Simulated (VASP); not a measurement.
# Rh (I4_1/amd) in VASP: relaxation of cell and atoms with PBE

Aim: the relaxation of cell and atoms of Rh with PBE.

Everything below comes from runs of VASP 6.6.1. Logs are shortened: lines on timing, memory, paths and dates and some standing lists are left out, and cuts for length are marked.

## 1. The cell of the first run

The structure is tetragonal, space group I4_1/amd (No. 141). Conventional cell: a = 3.965 Å, b = 3.965 Å, c = 2.181 Å, α = 90.00°, β = 90.00°, γ = 90.00°. Within 2.7 Å of Rh (site symmetry -4m2) lie 10 Rh at 2.06 to 2.57 Å.

## 2. Relaxation of cell and atoms, PBE, target pressure 520 GPa, at which the enthalpy is minimised

INCAR

```
SYSTEM = Rh
PREC     = Accurate       ! precision mode
ENCUT    = 600            ! plane-wave cutoff, eV
EDIFF    = 1E-6           ! SCF threshold, eV
ISMEAR   = -1             ! smearing method
SIGMA    = 0.05           ! smearing width, eV
LREAL    = .False.        ! projectors in reciprocal space
LASPH    = .True.         ! aspherical terms in the spheres
NELM     = 100            ! most SCF steps
ALGO     = Normal         ! electronic algorithm
ISIF     = 3              ! what is computed and relaxed
LWAVE    = .False.        ! write WAVECAR
LCHARG   = .False.        ! write CHGCAR
GGA      = PE             ! functional
IBRION   = 2              ! ionic algorithm
NSW      = 32             ! ionic steps
EDIFFG   = -0.005         ! ionic threshold
PSTRESS  = 5200.0
```

KPOINTS

```
Automatic mesh
0
Gamma
  20 20 20
  0 0 0
```

POSCAR

```
Rh
1.0
   -1.9825010677      1.9825010677      1.0902648775
    1.9825010677     -1.9825010677      1.0902648775
    1.9825010677      1.9825010677     -1.0902648775
Rh
2
Direct
   -0.3750000000     -0.1250000000     -0.2500000000
    0.3750000000      0.1250000000      0.2500000000
```

Potentials or basis: VASP PAW PBE potentials, release 64 (Rh_pv).

Command:

```bash
$ cat potpaw_PBE.64/Rh_pv/POTCAR > POTCAR
$ mpirun -np 1 vasp_std > vasp.out
```

OUTCAR:

```text
SYSTEM = Rh
   PREC = Accurate
   ENCUT = 600
   EDIFF = 1E-6
   ISMEAR = -1
   LREAL = .False.
   LASPH = .True.
   NELM = 100
   ISIF = 3
   GGA = PE
   IBRION = 2
   NSW = 32
   EDIFFG = -0.005
   PSTRESS = 5200.0

 ion  position               nearest neighbor table
   1  0.625  0.875  0.750-   2 2.06   2 2.06   2 2.06   2 2.06   2 2.57   2 2.57   2 2.57   2 2.57

   2  0.375  0.125  0.250-   1 2.06   1 2.06   1 2.06   1 2.06   1 2.57   1 2.57   1 2.57   1 2.57

  LATTYP: Found a body centered tetragonal cell.
 ALAT       =     3.9650021354
 C/A-ratio  =     0.5499441565

  Lattice vectors:

 A1 = (  -1.9825010677,   1.9825010677,   1.0902648775)
 A2 = (   1.9825010677,  -1.9825010677,   1.0902648775)
 A3 = (   1.9825010677,   1.9825010677,  -1.0902648775)

Analysis of symmetry for initial positions (statically):
=====================================================================
 Subroutine PRICEL returns:
 Original cell was already a primitive cell.

 Routine SETGRP: Setting up the symmetry group for a
 body centered tetragonal supercell.

 Subroutine GETGRP returns: Found 16 space group operations
 (whereof  4 operations were pure point group operations)
 out of a pool of 16 trial point group operations.

The static configuration has the point symmetry C_2h.
 The point group associated with its full space group is D_4h.

Analysis of symmetry for dynamics (positions and initial velocities):
=====================================================================
 Subroutine PRICEL returns:
 Original cell was already a primitive cell.

 Routine SETGRP: Setting up the symmetry group for a
 body centered tetragonal supercell.

 Subroutine GETGRP returns: Found 16 space group operations
 (whereof  4 operations were pure point group operations)
 out of a pool of 16 trial point group operations.

The dynamic configuration has the point symmetry C_2h.
 The point group associated with its full space group is D_4h.

 Subroutine INISYM returns: Found 16 space group operations
 (whereof  4 operations are pure point group operations),
 and found     1 'primitive' translations

----------------------------------------------------------------------------------------

                                     Primitive cell

  volume of cell :      17.1403

  direct lattice vectors                    reciprocal lattice vectors
    -1.982501068  1.982501068  1.090264877     0.000000000  0.252206674  0.458604152
     1.982501068 -1.982501068  1.090264877     0.252206674  0.000000000  0.458604152
     1.982501068  1.982501068 -1.090264877     0.252206674  0.252206674  0.000000000

  length of vectors
     3.008205191  3.008205191  3.008205191     0.523379379  0.523379379  0.356674099

  position of ions in fractional coordinates (direct lattice)
     0.625000000  0.875000000  0.750000000
     0.375000000  0.125000000  0.250000000

  ion indices of the primitive-cell ions
   primitive index   ion index
                 1           1
                 2           2

----------------------------------------------------------------------------------------

 KPOINTS: Automatic mesh

Automatic generation of k-mesh.
 Grid dimensions read from file:
 generate k-points for:   20   20   20

 Generating k-lattice:

  Cartesian coordinates                     Fractional coordinates (reciprocal lattice)
     0.000000000  0.012610334  0.022930208     0.050000000 -0.000000000  0.000000000
     0.012610334  0.000000000  0.022930208    -0.000000000  0.050000000  0.000000000
     0.012610334  0.012610334  0.000000000     0.000000000  0.000000000  0.050000000

  Length of vectors
     0.026168969  0.026168969  0.017833705

  Shift w.r.t. Gamma in fractional coordinates (k-lattice)
     0.000000000  0.000000000  0.000000000

 Subroutine IBZKPT returns following result:
 ===========================================

 Found    641 irreducible k-points:

 Following reciprocal coordinates:
            Coordinates               Weight
  0.000000  0.000000  0.000000      1.000000
  0.050000  0.000000  0.000000      8.000000
  0.100000 -0.000000  0.000000      8.000000
  0.150000  0.000000  0.000000      8.000000
  0.200000 -0.000000  0.000000      8.000000
  0.250000  0.000000  0.000000      8.000000
[... 16 lines left out ...]
 -0.400000  0.050000  0.000000     16.000000
 -0.350000  0.050000  0.000000     16.000000
 [... further k-points ...]
   k-points           NKPTS =    641   k-points in BZ     NKDIM =    641   number of bands    NBANDS=     19
   number of dos      NEDOS =    301   number of ions     NIONS =      2
   total plane-waves  NPLWV =  13824
   dimension x,y,z NGX =    24 NGY =   24 NGZ =   24
   dimension x,y,z NGXF=    48 NGYF=   48 NGZF=   48
   ions per type =               2
   NGX,Y,Z   is equivalent  to a cutoff of  13.26, 13.26, 13.26 a.u.
   NGXF,Y,Z  is equivalent  to a cutoff of  26.53, 26.53, 26.53 a.u.
 SYSTEM =  Rh
   PREC   = accura    normal or accurate (medium, high low for compatibility)
   ISTART =      0    job   : 0-new  1-cont  2-samecut
   ICHARG =      2    charge: 1-file 2-atom 10-const
   ISPIN  =      1    spin polarized calculation?
   LNONCOLLINEAR =      F non collinear calculations
   LSORBIT =      F    spin-orbit coupling
   LASPH  =      T    aspherical Exc in radial PAW
   ENCUT  =  600.0 eV  44.10 Ry    6.64 a.u.   6.01  6.01  6.01*2*pi/ulx,y,z
   NELM   =    100;   NELMIN=  2; NELMDL= -5     # of ELM steps
   EDIFF  = 0.1E-05   stopping-criterion for ELM
   LREAL  =      F    real-space projection
   EDIFFG = -.5E-02   stopping-criterion for IOM
   NSW    =     32    number of steps for IOM
   IBRION =      2    ionic relax: 0-MD 1-quasi-New 2-CG
   NFREE  =      1    steps in history (QN), initial steepest desc. (CG)
   ISIF   =      3    stress and relaxation
   ISYM   =      2    0-nonsym 1-usesym 2-fastsym
   POTIM  = 0.5000    time-step for ionic-motion
   TEBEG  =    0.0;   TEEND  =   0.0 temperature during run
   PSTRESS= 5200.0 pullay stress
   NELECT =      30.0000    total number of electrons
   NUPDOWN=      -1.0000    fix difference up-down
   EMIN   =  10.00;   EMAX   =-10.00  energy-range for DOS
   EFERMI =   0.00;   METHOD = LEGACY
   ISMEAR =    -1;   SIGMA  =   0.05  broadening in eV -4-tet -1-fermi 0-gaus
   EFERMI_NEDOS =   21; number of points for ismear=-14 and -15
   IALGO  =     38    algorithm
   IMIX   =      4    mixing-type and parameters
     AMIX     =   0.40;   BMIX     =  1.00
     AMIX_MAG =   1.60;   BMIX_MAG =  1.00
  volume/ion in A,a.u.               =       8.57        57.83
  Fermi-wavevector in a.u.,A,eV,Ry     =   1.972918  3.728274 52.959372  3.892404
  Thomas-Fermi vector in A             =   2.995080
   LORBIT       =      0    0 simple, 1 ext, 2 COOP (PROOUT), +10 PAW based schemes
   GGA     = PE    functional components
   LHFCALC =     F    Hartree Fock is set to
   AEXX    =    0.0000 exact exchange contribution
   IVDW    =     0    specifies the selected vdW correction
   LEPSILON=     F    determine dielectric tensor
   LRPA    =     F    only Hartree local field effects (RPA)
 conjugate gradient relaxation of ions
 non-spin polarized calculation
  energy-cutoff  :      600.00
  volume of cell :       17.14
 maximum number of plane-waves:       592
   NGX = 11   NGY = 11   NGZ = 11

--------------------------------------- Ionic step        1  -------------------------------------------

 number of electron      29.9999995 magnetization

 Free energy of the ion-electron system (eV)
  ---------------------------------------------------
  ext. energy  EPLUGINS =         0.00000000
  ---------------------------------------------------
  free energy    TOTEN  =        -0.29814077 eV

  energy without entropy =       -0.28558917  energy(sigma->0) =       -0.29186497

------------------------ aborting loop because EDIFF is reached ----------------------------------------

  FORCE on cell =-STRESS in cart. coord.  units (eV):
  Direction    XX          YY          ZZ          XY          YZ          ZX
  --------------------------------------------------------------------------------------
  -------------------------------------------------------------------------------------
  Total       56.9012470     56.9012470     56.4199370      0.0000000      0.0000000      0.0000000
  in kB     5318.7979619   5318.7979619   5273.8079039      0.0000000      0.0000000      0.0000000
  external PRESSURE =     103.8012759 kB  Pullay stress =    5200.0000000 kB
[... 93 lines left out ...]
  FREE ENERGIE OF THE ION-ELECTRON SYSTEM (eV)
  ---------------------------------------------------
  free  energy   TOTEN  =        -0.5947902905 eV

  energy  without entropy=       -0.5821489011  energy(sigma->0) =       -0.58846960

  enthalpy is  TOTEN    =        55.3293036710 eV   P V=       55.9240939616

[... ionic steps 4 to 9 ...]

--------------------------------------- Ionic step       10  -------------------------------------------

 number of electron      29.9999992 magnetization

------------------------ aborting loop because EDIFF is reached ----------------------------------------

  FORCE on cell =-STRESS in cart. coord.  units (eV):
  Direction    XX          YY          ZZ          XY          YZ          ZX
  --------------------------------------------------------------------------------------
  -------------------------------------------------------------------------------------
  Total       55.9128456     55.9128456     55.9308888      0.0000000      0.0000000      0.0000000
  in kB     5201.4009512   5201.4009512   5203.0794557      0.0000000      0.0000000      0.0000000
  external PRESSURE =       1.9604527 kB  Pullay stress =    5200.0000000 kB
[... 61 lines left out ...]
  enthalpy is  TOTEN    =        55.3293041168 eV   P V=       55.9562635331

--------------------------------------- Ionic step       12  -------------------------------------------

 number of electron      29.9999992 magnetization

 Free energy of the ion-electron system (eV)
  ---------------------------------------------------
  ext. energy  EPLUGINS =         0.00000000
  ---------------------------------------------------
  free energy    TOTEN  =        -0.57428603 eV

  energy without entropy =       -0.56166637  energy(sigma->0) =       -0.56797620

 E-fermi :  22.7792     XC(G=0): -17.1466

 val. band max:       22.7777719976   @ k =  -0.4500   0.4500   0.0000
 cond. band min:      22.7812414168   @ k =  -0.4500   0.4500   0.0500
 fundamental gap:      0.0034694193
 Fermi energy:        22.7792298569

 k-point     1 :       0.0000    0.0000    0.0000
  band No.  band energies     occupation
      1     -27.6808      2.00000
      2     -27.6808      2.00000
      3     -24.3779      2.00000
      4     -24.3274      2.00000
      5     -24.1632      2.00000
      6     -24.1632      2.00000
[... 11 lines left out ...]
     18      32.3465      0.00000
     19      32.3465      0.00000
[... 489 lines left out ...]
      3     -26.4453      2.00000
      4     -25.7472      2.00000
      5     -24.8857      2.00000
      6     -24.0451      2.00000
[... 11 lines left out ...]
     18      35.6192      0.00000
     19      37.7096      0.00000

 [... further k-points ...]

------------------------ aborting loop because EDIFF is reached ----------------------------------------

  FORCE on cell =-STRESS in cart. coord.  units (eV):
  Direction    XX          YY          ZZ          XY          YZ          ZX
  --------------------------------------------------------------------------------------
  -------------------------------------------------------------------------------------
  Total       55.9036712     55.9036712     55.9032666     -0.0000000      0.0000000     -0.0000000
  in kB     5200.0177547   5200.0177547   5199.9801183     -0.0000000      0.0000000     -0.0000000
  external PRESSURE =       0.0052092 kB  Pullay stress =    5200.0000000 kB
[... 17 lines left out ...]
  FREE ENERGIE OF THE ION-ELECTRON SYSTEM (eV)
  ---------------------------------------------------
  free  energy   TOTEN  =        -0.5742860280 eV

  energy  without entropy=       -0.5616663661  energy(sigma->0) =       -0.56797620

  enthalpy is  TOTEN    =        55.3291942665 eV   P V=       55.9034802945

 reached required accuracy - stopping structural energy minimisation
```

It took 6 min on 1 thread of Intel Xeon 6975P-C (Granite Rapids), shared host; peak memory 0.34 GiB.

Results:

| Quantity | Value |
| --- | --- |
| Free energy | -0.5743 eV |
| Relaxed volume | 8.61 Å³/atom |
| Relaxed cell | a = 3.014 Å, b = 3.014 Å, c = 3.014 Å, α = 97.52°, β = 97.52°, γ = 137.57° |
| Space group after relaxing (to 0.1 Å) | I4_1/amd (No. 141) |
| Energy change on relaxing (the run minimises the enthalpy) | -138.1 meV/atom |
| Ionic steps | 12 |
| Pressure after relaxing | 520.0 GPa |
| Band gap on the k mesh | zero (bands 15 and 16 overlap by 5.03 eV) |

The path:
| step | energy change (eV) | largest force (eV/Å) | pressure (GPa) | volume (Å³) |
| --- | --- | --- | --- | --- |
| 1 | 0.0000 | 0.0000 | 530.38 | 17.14 |
| 2 | -3.9784 | 0.0000 | 381.55 | 18.55 |
| 3 | -0.2966 | 0.0000 | 519.29 | 17.23 |
| 4 | -0.2841 | 0.0000 | 519.73 | 17.23 |
| 5 | -0.2785 | 0.0000 | 519.96 | 17.23 |
| 6 | -0.2401 | 0.0000 | 521.11 | 17.21 |
| 7 | -0.2706 | 0.0000 | 520.18 | 17.22 |
| 8 | -0.2698 | 0.0000 | 520.24 | 17.22 |
| 9 | -0.2702 | 0.0000 | 520.21 | 17.22 |
| 10 | -0.2705 | 0.0000 | 520.20 | 17.22 |
| 11 | -0.3288 | 0.0000 | 518.00 | 17.24 |
| 12 | -0.2761 | 0.0000 | 520.00 | 17.22 |

Final structure:
```
Rh
1.0
    -1.98696    1.98696    1.09071
     1.98696   -1.98696    1.09071
     1.98696    1.98696   -1.09071
Rh
2
Direct
  0.62500 0.87500 0.75000
  0.37500 0.12500 0.25000
```

Levels at points of the mesh, in eV from the Fermi level:
| k point | band 13 | band 14 | band 15 | band 16 | band 17 | band 18 |
| --- | --- | --- | --- | --- | --- | --- |
| (0.00, 0.00, 0.00) | -2.33 | -2.19 | -2.19 | 2.46 | 4.87 | 9.57 |
| (0.50, 0.00, 0.00) | -1.84 | -0.92 | 1.00 | 1.32 | 6.08 | 11.38 |
| (0.50, 0.50, 0.00) | -1.42 | -1.42 | -0.05 | -0.05 | 0.91 | 0.91 |
| (0.50, 0.50, 0.50) | -2.09 | -2.09 | -1.29 | -1.29 | 0.17 | 0.17 |

Caveat: the cell is relaxed towards a set pressure, so the run minimises the enthalpy, not the energy.
